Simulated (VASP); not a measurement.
# KMgF3 (Pm-3m) in VASP: single point with PBEsol

Aim: the single point of KMgF3 with PBEsol.

Everything below comes from runs of VASP 6.6.1. Logs are shortened: lines on timing, memory, paths and dates and some standing lists are left out, and cuts for length are marked.

**1. The cell of the first run**

Symmetry: Pm-3m, No. 221, cubic system. The conventional cell has a = 3.986 Å, b = 3.986 Å, c = 3.986 Å, α = 90.00°, β = 90.00°, γ = 90.00°. Within 3.7 Å of K (site symmetry m-3m) lie 12 F at 2.82 Å and 8 Mg at 3.45 Å. Within 2.6 Å of Mg (site symmetry m-3m) lie 6 F at 1.99 Å. Within 2.6 Å of F (site symmetry 4/mmm) lie 2 Mg at 1.99 Å.

**2. Single point, PBEsol**

Contents of INCAR:

```
SYSTEM = KMgF3
ALGO = Normal ; EDIFF = 1E-6
ENCUT = 600 ; GGA = PS
GGA_COMPAT = .False. ; ISIF = 2
ISMEAR = 0 ; LASPH = .True.
LCHARG = .False. ; LREAL = .False.
LWAVE = .False. ; NBANDS = 24
NELM = 120 ; PREC = Accurate
SIGMA = 0.01
```

Contents of KPOINTS:

```
k-points
0
Gamma
  4 4 4
  0 0 0
```

Contents of POSCAR:

```
KMgF3
1.0
    3.9859000000      0.0000000000      0.0000000000
    0.0000000000      3.9859000000      0.0000000000
    0.0000000000      0.0000000000      3.9859000000
K Mg F
1 1 3
Direct
    0.5000000000      0.5000000000      0.5000000000
    0.0000000000      0.0000000000      0.0000000000
    0.5000000000      0.0000000000      0.0000000000
    0.0000000000      0.5000000000      0.0000000000
    0.0000000000      0.0000000000      0.5000000000
```

Potentials or basis: VASP PAW PBE potentials, release 64 (K_sv, Mg, F).

Command:

```
> cat potpaw_PBE.64/K_sv/POTCAR potpaw_PBE.64/Mg/POTCAR potpaw_PBE.64/F/POTCAR > POTCAR
> mpirun -np 1 vasp_std > vasp.out
```

OUTCAR:

```text
SYSTEM = KMgF3
   EDIFF = 1E-6
   ENCUT = 600
   GGA = PS
   ISIF = 2
   ISMEAR = 0
   LASPH = .True.
   LREAL = .False.
   NELM = 120
   PREC = Accurate

 ion  position               nearest neighbor table
   1  0.500  0.500  0.500-   3 2.82   4 2.82   5 2.82   3 2.82   4 2.82   3 2.82   5 2.82   3 2.82
                             4 2.82   5 2.82   4 2.82   5 2.82   2 3.45   2 3.45   2 3.45   2 3.45
   2  0.000  0.000  0.000-   3 1.99   4 1.99   5 1.99   5 1.99   4 1.99   3 1.99   1 3.45   1 3.45
                             1 3.45   1 3.45   1 3.45   1 3.45   1 3.45   1 3.45
   3  0.500  0.000  0.000-   2 1.99   2 1.99   1 2.82   1 2.82   1 2.82   1 2.82
   4  0.000  0.500  0.000-   2 1.99   2 1.99   1 2.82   1 2.82   1 2.82   1 2.82
   5  0.000  0.000  0.500-   2 1.99   2 1.99   1 2.82   1 2.82   1 2.82   1 2.82

  LATTYP: Found a simple cubic cell.
 ALAT       =     3.9859000000

  Lattice vectors:

 A1 = (   3.9859000000,   0.0000000000,   0.0000000000)
 A2 = (   0.0000000000,   3.9859000000,   0.0000000000)
 A3 = (   0.0000000000,   0.0000000000,   3.9859000000)

Analysis of symmetry for initial positions (statically):
=====================================================================
 Subroutine PRICEL returns:
 Original cell was already a primitive cell.

 Routine SETGRP: Setting up the symmetry group for a
 simple cubic supercell.

 Subroutine GETGRP returns: Found 48 space group operations
 (whereof 48 operations were pure point group operations)
 out of a pool of 48 trial point group operations.

The static configuration has the point symmetry O_h .

Analysis of symmetry for dynamics (positions and initial velocities):
=====================================================================
 Subroutine PRICEL returns:
 Original cell was already a primitive cell.

 Routine SETGRP: Setting up the symmetry group for a
 simple cubic supercell.

 Subroutine GETGRP returns: Found 48 space group operations
 (whereof 48 operations were pure point group operations)
 out of a pool of 48 trial point group operations.

The dynamic configuration has the point symmetry O_h .

 Subroutine INISYM returns: Found 48 space group operations
 (whereof 48 operations are pure point group operations),
 and found     1 'primitive' translations

----------------------------------------------------------------------------------------

                                     Primitive cell

  volume of cell :      63.3256

  direct lattice vectors                    reciprocal lattice vectors
     3.985900000  0.000000000  0.000000000     0.250884367  0.000000000  0.000000000
     0.000000000  3.985900000  0.000000000     0.000000000  0.250884367  0.000000000
     0.000000000  0.000000000  3.985900000     0.000000000  0.000000000  0.250884367

  length of vectors
     3.985900000  3.985900000  3.985900000     0.250884367  0.250884367  0.250884367

  position of ions in fractional coordinates (direct lattice)
     0.500000000  0.500000000  0.500000000
     0.000000000  0.000000000  0.000000000
     0.500000000  0.000000000  0.000000000
     0.000000000  0.500000000  0.000000000
     0.000000000  0.000000000  0.500000000

  ion indices of the primitive-cell ions
   primitive index   ion index
                 1           1
                 2           2
                 3           3
                 4           4
                 5           5

----------------------------------------------------------------------------------------

 KPOINTS: k-points

Automatic generation of k-mesh.
 Grid dimensions read from file:
 generate k-points for:    4    4    4

 Generating k-lattice:

  Cartesian coordinates                     Fractional coordinates (reciprocal lattice)
     0.062721092  0.000000000  0.000000000     0.250000000  0.000000000  0.000000000
     0.000000000  0.062721092  0.000000000     0.000000000  0.250000000  0.000000000
     0.000000000  0.000000000  0.062721092     0.000000000  0.000000000  0.250000000

  Length of vectors
     0.062721092  0.062721092  0.062721092

  Shift w.r.t. Gamma in fractional coordinates (k-lattice)
     0.000000000  0.000000000  0.000000000

 Subroutine IBZKPT returns following result:
 ===========================================

 Found     10 irreducible k-points:

 Following reciprocal coordinates:
            Coordinates               Weight
  0.000000  0.000000  0.000000      1.000000
  0.250000  0.000000  0.000000      6.000000
  0.500000  0.000000  0.000000      3.000000
  0.250000  0.250000  0.000000     12.000000
  0.500000  0.250000  0.000000     12.000000
  0.500000  0.500000  0.000000      3.000000
  0.250000  0.250000  0.250000      8.000000
  0.500000  0.250000  0.250000     12.000000
  0.500000  0.500000  0.250000      6.000000
  0.500000  0.500000  0.500000      1.000000
   k-points           NKPTS =     10   k-points in BZ     NKDIM =     10   number of bands    NBANDS=     24
   number of dos      NEDOS =    301   number of ions     NIONS =      5
   total plane-waves  NPLWV =  32768
   dimension x,y,z NGX =    32 NGY =   32 NGZ =   32
   dimension x,y,z NGXF=    64 NGYF=   64 NGZF=   64
   ions per type =               1   1   3
   NGX,Y,Z   is equivalent  to a cutoff of  13.35, 13.35, 13.35 a.u.
   NGXF,Y,Z  is equivalent  to a cutoff of  26.69, 26.69, 26.69 a.u.
 SYSTEM =  KMgF3
   PREC   = accura    normal or accurate (medium, high low for compatibility)
   ISTART =      0    job   : 0-new  1-cont  2-samecut
   ICHARG =      2    charge: 1-file 2-atom 10-const
   ISPIN  =      1    spin polarized calculation?
   LNONCOLLINEAR =      F non collinear calculations
   LSORBIT =      F    spin-orbit coupling
   LASPH  =      T    aspherical Exc in radial PAW
   ENCUT  =  600.0 eV  44.10 Ry    6.64 a.u.   7.96  7.96  7.96*2*pi/ulx,y,z
   NELM   =    120;   NELMIN=  2; NELMDL= -5     # of ELM steps
   EDIFF  = 0.1E-05   stopping-criterion for ELM
   LREAL  =      F    real-space projection
   EDIFFG = 0.1E-04   stopping-criterion for IOM
   NSW    =      0    number of steps for IOM
   IBRION =     -1    ionic relax: 0-MD 1-quasi-New 2-CG
   NFREE  =      0    steps in history (QN), initial steepest desc. (CG)
   ISIF   =      2    stress and relaxation
   ISYM   =      2    0-nonsym 1-usesym 2-fastsym
   POTIM  = 0.5000    time-step for ionic-motion
   TEBEG  =    0.0;   TEEND  =   0.0 temperature during run
   PSTRESS=    0.0 pullay stress
   NELECT =      32.0000    total number of electrons
   NUPDOWN=      -1.0000    fix difference up-down
   EMIN   =  10.00;   EMAX   =-10.00  energy-range for DOS
   EFERMI =   0.00;   METHOD = LEGACY
   ISMEAR =     0;   SIGMA  =   0.01  broadening in eV -4-tet -1-fermi 0-gaus
   EFERMI_NEDOS =   21; number of points for ismear=-14 and -15
   IALGO  =     38    algorithm
   IMIX   =      4    mixing-type and parameters
     AMIX     =   0.40;   BMIX     =  1.00
     AMIX_MAG =   1.60;   BMIX_MAG =  1.00
  volume/ion in A,a.u.               =      12.67        85.47
  Fermi-wavevector in a.u.,A,eV,Ry     =   1.303962  2.464132 23.134232  1.700318
  Thomas-Fermi vector in A             =   2.434930
   LORBIT       =      0    0 simple, 1 ext, 2 COOP (PROOUT), +10 PAW based schemes
   GGA     = PS    functional components
   LHFCALC =     F    Hartree Fock is set to
   AEXX    =    0.0000 exact exchange contribution
   IVDW    =     0    specifies the selected vdW correction
   LEPSILON=     F    determine dielectric tensor
   LRPA    =     F    only Hartree local field effects (RPA)
 non-spin polarized calculation
 Gauss-broadening in eV      SIGMA  =   0.01
  energy-cutoff  :      600.00
  volume of cell :       63.33
 maximum number of plane-waves:      2176
 NGX is ok and might be reduce to    32
   NGX = 15   NGY = 15   NGZ = 15

 number of electron      32.0000010 magnetization

 Free energy of the ion-electron system (eV)
  ---------------------------------------------------
  ext. energy  EPLUGINS =         0.00000000
  ---------------------------------------------------
  free energy    TOTEN  =       -25.26993688 eV

  energy without entropy =      -25.26993688  energy(sigma->0) =      -25.26993688

 E-fermi :  -1.5581     XC(G=0):  -9.9445

 val. band max:       -1.7094721033   @ k =   0.5000   0.5000   0.5000
 cond. band min:       5.4150908289   @ k =   0.0000   0.0000   0.0000
 fundamental gap:      7.1245629322
 Fermi energy:        -1.5581316399

 k-point     1 :       0.0000    0.0000    0.0000
  band No.  band energies     occupation
      1     -27.1837      2.00000
      2     -21.7211      2.00000
      3     -21.0506      2.00000
      4     -21.0506      2.00000
      5     -10.7487      2.00000
      6     -10.7487      2.00000
[... 16 lines left out ...]
     23      12.1603      0.00000
     24      15.0157      0.00000

 k-point     2 :       0.2500    0.0000    0.0000
  band No.  band energies     occupation
      1     -27.1687      2.00000
      2     -21.6559      2.00000
      3     -21.1310      2.00000
      4     -21.0462      2.00000
      5     -10.7403      2.00000
      6     -10.7194      2.00000
[... 16 lines left out ...]
     23      12.1109      0.00000
     24      14.7971      0.00000

 k-point     3 :       0.5000    0.0000    0.0000
  band No.  band energies     occupation
      1     -27.1537      2.00000
      2     -21.5644      2.00000
      3     -21.2378      2.00000
      4     -21.0418      2.00000
      5     -10.7320      2.00000
      6     -10.6895      2.00000
[... 16 lines left out ...]
     23      12.6733      0.00000
     24      13.6123      0.00000
[... 136 lines left out ...]
 k-point     9 :       0.5000    0.5000    0.2500
  band No.  band energies     occupation
      1     -27.1252      2.00000
      2     -21.2651      2.00000
      3     -21.2488      2.00000
      4     -21.2488      2.00000
      5     -10.8853      2.00000
      6     -10.8853      2.00000
[... 16 lines left out ...]
     23      12.4874      0.00000
     24      12.4958      0.00000

 k-point    10 :       0.5000    0.5000    0.5000
  band No.  band energies     occupation
      1     -27.1180      2.00000
      2     -21.2381      2.00000
      3     -21.2381      2.00000
      4     -21.2381      2.00000
      5     -10.9439      2.00000
      6     -10.9439      2.00000
[... 16 lines left out ...]
     23      13.2425      0.00000
     24      13.2425      0.00000

------------------------ aborting loop because EDIFF is reached ----------------------------------------

  FORCE on cell =-STRESS in cart. coord.  units (eV):
  Direction    XX          YY          ZZ          XY          YZ          ZX
  --------------------------------------------------------------------------------------
  -------------------------------------------------------------------------------------
  Total       -0.0720931     -0.0720931     -0.0720931     -0.0000000     -0.0000000     -0.0000000
  in kB       -1.8240012     -1.8240012     -1.8240012     -0.0000000     -0.0000000     -0.0000000
  external PRESSURE =      -1.8240012 kB  Pullay stress =       0.0000000 kB

 VOLUME and BASIS-vectors are now :
 -----------------------------------------------------------------------------
  energy-cutoff  :      600.00
  volume of cell :       63.33
      direct lattice vectors                 reciprocal lattice vectors
     3.985900000  0.000000000  0.000000000     0.250884367  0.000000000  0.000000000
     0.000000000  3.985900000  0.000000000     0.000000000  0.250884367  0.000000000
     0.000000000  0.000000000  3.985900000     0.000000000  0.000000000  0.250884367

 POSITION                                       TOTAL-FORCE (eV/Angst)
 -----------------------------------------------------------------------------------
      1.99295      1.99295      1.99295         0.000000      0.000000      0.000000
      0.00000      0.00000      0.00000         0.000000      0.000000      0.000000
      1.99295      0.00000      0.00000         0.000000      0.000000      0.000000
      0.00000      1.99295      0.00000         0.000000      0.000000      0.000000
      0.00000      0.00000      1.99295         0.000000      0.000000      0.000000
 -----------------------------------------------------------------------------------
    total drift:                                0.000000      0.000000     -0.000000

  FREE ENERGIE OF THE ION-ELECTRON SYSTEM (eV)
  ---------------------------------------------------
  free  energy   TOTEN  =       -25.2699368770 eV

  energy  without entropy=      -25.2699368770  energy(sigma->0) =      -25.26993688
```

Run time: 12 s. Hardware: 1 thread of Intel Xeon Platinum 8375C at 2.90GHz (Ice Lake), shared host; peak memory 0.18 GiB.

Results:

| Quantity | Value |
| --- | --- |
| Free energy | -25.2699 eV |
| Pressure | -0.2 GPa |
| Band gap on the k mesh | 7.12 eV, indirect (least direct gap 7.45 eV) |

Levels at points of the mesh, in eV from the valence-band top:
| k point | band 12 | band 13 | band 14 | band 15 | band 16 | band 17 | band 18 | band 19 | band 20 | band 21 |
| --- | --- | --- | --- | --- | --- | --- | --- | --- | --- | --- |
| (0.00, 0.00, 0.00) | -0.63 | -0.63 | -0.32 | -0.32 | -0.32 | 7.12 | 9.94 | 9.94 | 12.14 | 12.14 |
| (0.50, 0.00, 0.00) | -0.89 | -0.87 | -0.87 | -0.54 | -0.54 | 9.96 | 10.29 | 11.01 | 12.74 | 12.74 |
| (0.50, 0.50, 0.00) | -1.06 | -1.06 | -0.91 | -0.91 | -0.02 | 10.81 | 11.58 | 12.44 | 12.44 | 12.76 |
| (0.50, 0.50, 0.50) | -1.13 | -1.13 | 0.00 | 0.00 | 0.00 | 10.31 | 10.31 | 10.31 | 13.80 | 14.09 |

Caveat: the PAW data sets were made with another functional, which shifts forces and pressure a little. A k mesh can miss the band edges.
